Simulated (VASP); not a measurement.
# Ta4S in VASP: relaxation of the atoms with LDA

Aim: the relaxation of the atoms of Ta4S with LDA.

Program: VASP 6.6.1. These are calculated values, not measurements. Logs are shortened: lines on timing, memory, paths and dates and some standing lists are left out, and cuts for length are marked.

## 1. The cell of the first run

The cell holds a slab with vacuum, 5 atoms: a = 3.253 Å, b = 3.253 Å, c = 20.213 Å, α = 90.00°, β = 90.00°, γ = 90.00°.

## 2. Relaxation of the atoms, LDA

Contents of INCAR:

```
  PREC = Accurate
  ENCUT = 520
  EDIFF = 1E-6
  ISMEAR = 0
  SIGMA = 0.1
  LREAL = False
  LASPH = True
  NELM = 80
  ALGO = Fast
  ISIF = 2
  LWAVE = False
  LCHARG = False
  LDIPOL = True
  IDIPOL = 3
  DIPOL = 0.5 0.5 0.359
  IBRION = 2
  NSW = 50
  EDIFFG = -0.025
```

Contents of KPOINTS:

```
regular mesh
0
Gamma
  8 8 1
```

Contents of POSCAR:

```
Ta4S
1.0
    3.2528501163      0.0000000000      0.0000000000
    0.0000000000      3.2528501163      0.0000000000
    0.0000000000      0.0000000000     20.2133955625
Ta S
4 1
Selective dynamics
Direct
    0.5000000000      0.5000000000      0.1978885728  F F F
    0.0000000000      0.0000000000      0.2783513062  F F F
    0.5000000000      0.5000000000      0.3580225063  F F F
    0.0000000000      0.0000000000      0.4310703531  T T T
    0.1250000000      0.5000000000      0.5274303729  F F T
```

Potentials or basis: VASP PAW LDA potentials, release 64 (Ta_pv, S).

Started as:

```sh
cat potpaw_LDA.64/Ta_pv/POTCAR potpaw_LDA.64/S/POTCAR > POTCAR
mpirun -np 1 vasp_std > vasp.out
```

OUTCAR:

```text
PREC = Accurate
   ENCUT = 520
   EDIFF = 1E-6
   ISMEAR = 0
   LREAL = False
   LASPH = True
   NELM = 80
   ISIF = 2
   IBRION = 2
   NSW = 50
   EDIFFG = -0.025

 ion  position               nearest neighbor table
   1  0.500  0.500  0.198-   2 2.82   2 2.82   2 2.82   2 2.82   3 3.24
   2  0.000  0.000  0.278-   3 2.81   3 2.81   3 2.81   3 2.81   1 2.82   1 2.82   1 2.82   1 2.82
                             4 3.09
   3  0.500  0.500  0.358-   4 2.73   4 2.73   4 2.73   4 2.73   2 2.81   2 2.81   2 2.81   2 2.81
                             1 3.24
   4  0.000  0.000  0.431-   5 2.57   5 2.57   3 2.73   3 2.73   3 2.73   3 2.73   2 3.09
   5  0.125  0.500  0.527-   4 2.57   4 2.57

  LATTYP: Found a simple tetragonal cell.
 ALAT       =     3.2528501163
 C/A-ratio  =     6.2140568547

  Lattice vectors:

 A1 = (   3.2528501163,   0.0000000000,   0.0000000000)
 A2 = (   0.0000000000,   3.2528501163,   0.0000000000)
 A3 = (   0.0000000000,   0.0000000000,  20.2133955625)

Analysis of symmetry for initial positions (statically):
=====================================================================
 Subroutine PRICEL returns:
 Original cell was already a primitive cell.

 Routine SETGRP: Setting up the symmetry group for a
 simple tetragonal supercell.

 Subroutine GETGRP returns: Found  2 space group operations
 (whereof  2 operations were pure point group operations)
 out of a pool of 16 trial point group operations.

The static configuration has the point symmetry C_1h.

Analysis of symmetry for dynamics (positions and initial velocities):
=====================================================================
 Subroutine PRICEL returns:
 Original cell was already a primitive cell.

 Routine SETGRP: Setting up the symmetry group for a
 simple tetragonal supercell.

 Subroutine GETGRP returns: Found  2 space group operations
 (whereof  2 operations were pure point group operations)
 out of a pool of 16 trial point group operations.

The dynamic configuration has the point symmetry C_1h.

Analysis of constrained symmetry for selective dynamics:
=====================================================================
 Subroutine PRICEL returns:
 Original cell was already a primitive cell.

 Routine SETGRP: Setting up the symmetry group for a
 simple tetragonal supercell.

 Subroutine GETGRP returns: Found  2 space group operations
 (whereof  2 operations were pure point group operations)
 out of a pool of 16 trial point group operations.

[... 136 lines left out ...]
 conjugate gradient relaxation of ions
 non-spin polarized calculation
 RMM-DIIS sequential band-by-band and
 Gauss-broadening in eV      SIGMA  =   0.10
  energy-cutoff  :      520.00
  volume of cell :      213.88
 maximum number of plane-waves:      5812
   NGX = 13   NGY = 13   NGZ = 75

 dipolmoment           0.000000      0.000000     -0.102817 electrons x Angstroem

--------------------------------------- Ionic step        1  -------------------------------------------

 number of electron      50.0000008 magnetization

 Free energy of the ion-electron system (eV)
  ---------------------------------------------------
  ext. energy  EPLUGINS =         0.00000000
  ---------------------------------------------------
  free energy    TOTEN  =       -53.57944304 eV

  energy without entropy =      -53.55356583  energy(sigma->0) =      -53.56650444

------------------------ aborting loop because EDIFF is reached ----------------------------------------

  FORCE on cell =-STRESS in cart. coord.  units (eV):
  Direction    XX          YY          ZZ          XY          YZ          ZX
  --------------------------------------------------------------------------------------
  -------------------------------------------------------------------------------------
  Total       -2.9501167     -4.5419837     -3.2573814      0.0000000      0.0000000     -0.3149059
  in kB      -22.0994976    -34.0242666    -24.4012351      0.0000000      0.0000000     -2.3589783
  external PRESSURE =     -26.8416664 kB  Pullay stress =       0.0000000 kB
[... 98 lines left out ...]
  FREE ENERGIE OF THE ION-ELECTRON SYSTEM (eV)
  ---------------------------------------------------
  free  energy   TOTEN  =       -54.1203424471 eV

  energy  without entropy=      -54.0916221526  energy(sigma->0) =      -54.10598230

[... ionic steps 4 to 8 ...]

--------------------------------------- Ionic step        9  -------------------------------------------

 number of electron      50.0000008 magnetization

------------------------ aborting loop because EDIFF is reached ----------------------------------------
[... 73 lines left out ...]
--------------------------------------- Ionic step       11  -------------------------------------------

 number of electron      50.0000006 magnetization

 dipolmoment           0.000000      0.000000      0.097412 electrons x Angstroem

 Free energy of the ion-electron system (eV)
  ---------------------------------------------------
  ext. energy  EPLUGINS =         0.00000000
  ---------------------------------------------------
  free energy    TOTEN  =       -54.14241715 eV

  energy without entropy =      -54.11217708  energy(sigma->0) =      -54.12729711

 E-fermi :  -0.3839     XC(G=0):  -6.1609

 val. band max:       -0.3923742623   @ k =   0.3750   0.1250   0.0000
 cond. band min:      -0.3773744903   @ k =   0.2500   0.2500   0.0000
 fundamental gap:      0.0149997720
 Fermi energy:        -0.3839355082

 k-point     1 :       0.0000    0.0000    0.0000
  band No.  band energies     occupation
      1     -35.0518      2.00000
      2     -34.8542      2.00000
      3     -34.8423      2.00000
      4     -34.6235      2.00000
      5     -34.5769      2.00000
      6     -34.5078      2.00000
[... 781 lines left out ...]
     29       1.5198      0.00000
     30       2.0176      0.00000

 [... further k-points ...]

------------------------ aborting loop because EDIFF is reached ----------------------------------------

 vacuum level on the upper side and lower side of the slab       (xc-potential included)         0.629        -1.036

  FORCE on cell =-STRESS in cart. coord.  units (eV):
  Direction    XX          YY          ZZ          XY          YZ          ZX
  --------------------------------------------------------------------------------------
  -------------------------------------------------------------------------------------
  Total       -4.3388393     -5.3966394     -2.4008133      0.0000000      0.0000000      0.3242866
  in kB      -32.5024997    -40.4265430    -17.9846333      0.0000000      0.0000000      2.4292496
  external PRESSURE =     -30.3045587 kB  Pullay stress =       0.0000000 kB
[... 20 lines left out ...]
  FREE ENERGIE OF THE ION-ELECTRON SYSTEM (eV)
  ---------------------------------------------------
  free  energy   TOTEN  =       -54.1424171462 eV

  energy  without entropy=      -54.1121770811  energy(sigma->0) =      -54.12729711

 reached required accuracy - stopping structural energy minimisation

 vacuum level on the upper side and lower side of the slab         5.304         3.594
```

OSZICAR:

```text
N       E                     dE             d eps       ncg     rms          rms(c)
DAV:   1     0.391059419695E+03    0.39106E+03   -0.27729E+04  1908   0.146E+03
DAV:   2    -0.352607947977E+02   -0.42632E+03   -0.41732E+03  1826   0.368E+02
DAV:   3    -0.574711422195E+02   -0.22210E+02   -0.21210E+02  1872   0.711E+01
[... 140 lines left out ...]
RMM:   6    -0.541424195690E+02   -0.19317E-05   -0.74713E-05  1631   0.397E-02    0.272E-02
RMM:   7    -0.541424214533E+02   -0.18843E-05   -0.65755E-05  1579   0.319E-02    0.135E-02
RMM:   8    -0.541424179922E+02    0.34611E-05   -0.16437E-05  1485   0.155E-02    0.924E-03
RMM:   9    -0.541424168831E+02    0.11091E-05   -0.11934E-05  1416   0.122E-02    0.286E-03
RMM:  10    -0.541424171462E+02   -0.26312E-06   -0.27602E-06   973   0.632E-03
  11 F= -.54142417E+02 E0= -.54127297E+02  d E =-.272211E-03
```

CONTCAR:

```text
Ta4S
   1.00000000000000
     3.2528501162999999    0.0000000000000000    0.0000000000000000
     0.0000000000000000    3.2528501162999999    0.0000000000000000
     0.0000000000000000    0.0000000000000000   20.2133955625000006
  Ta              S
     4     1
Selective dynamics
Direct
     0.5000000000000000    0.5000000000000000    0.1978885727999966   F   F   F
     0.0000000000000000    0.0000000000000000    0.2783513062000011   F   F   F
     0.5000000000000000    0.5000000000000000    0.3580225063000029   F   F   F
     0.9864360270683767    0.0000000000000000    0.4440916031383558   T   T   T
     0.1250000000000000    0.5000000000000000    0.5257239923701559   F   F   T

  0.00000000E+00  0.00000000E+00  0.00000000E+00
  0.00000000E+00  0.00000000E+00  0.00000000E+00
  0.00000000E+00  0.00000000E+00  0.00000000E+00
  0.00000000E+00  0.00000000E+00  0.00000000E+00
  0.00000000E+00  0.00000000E+00  0.00000000E+00
```

It took 27 min on 1 thread of Oxide Virtual Turin-like, shared host; peak memory 0.28 GiB.

Results:

* Free energy: -54.1424 eV
* Energy gained by relaxing: 112.6 meV/atom
* Ionic steps: 11
* Band gap on the k mesh: zero (bands 25 and 26 overlap by 0.57 eV)

Step by step:
| step | energy change (eV) | largest force on free atoms (eV/Å) | pressure (GPa) |
| --- | --- | --- | --- |
| 1 | 0.0000 | 3.9432 | -2.68 |
| 2 | -0.5409 | 0.2949 | -2.11 |
| 3 | -0.5409 | 0.3026 | -2.12 |
| 4 | -0.5479 | 0.2540 | -2.28 |
| 5 | -0.5601 | 0.1785 | -2.74 |
| 6 | -0.5615 | 0.1924 | -2.96 |
| 7 | -0.5619 | 0.1438 | -2.89 |
| 8 | -0.5627 | 0.0342 | -2.92 |
| 9 | -0.5627 | 0.0384 | -2.92 |
| 10 | -0.5628 | 0.0314 | -2.95 |
| 11 | -0.5630 | 0.0179 | -3.03 |

Final structure:
```yaml
crystal:
  lattice:
    - [3.25285, 0.00000, 0.00000]
    - [0.00000, 3.25285, 0.00000]
    - [0.00000, 0.00000, 20.21340]
  atoms:
    - { symbol: Ta, position: [0.50000, 0.50000, 0.19789] }
    - { symbol: Ta, position: [0.00000, 0.00000, 0.27835] }
    - { symbol: Ta, position: [0.50000, 0.50000, 0.35802] }
    - { symbol: Ta, position: [0.98644, 0.00000, 0.44409] }
    - { symbol: S, position: [0.12500, 0.50000, 0.52572] }
```

Levels at points of the mesh, in eV from the Fermi level:
| k point | band 23 | band 24 | band 25 | band 26 | band 27 | band 28 |
| --- | --- | --- | --- | --- | --- | --- |
| (0.00, 0.00, 0.00) | -0.17 | 0.32 | 0.38 | 0.41 | 0.85 | 0.88 |
| (0.50, 0.00, 0.00) | -0.92 | -0.45 | 0.12 | 0.33 | 0.58 | 0.96 |
| (0.00, 0.50, 0.00) | -0.93 | -0.67 | 0.06 | 0.36 | 0.38 | 1.21 |
| (0.50, 0.50, 0.00) | -1.50 | -0.36 | -0.29 | 0.18 | 1.51 | 2.35 |

Caveat: spin-orbit coupling is left out, which moves the levels of the heavy elements.
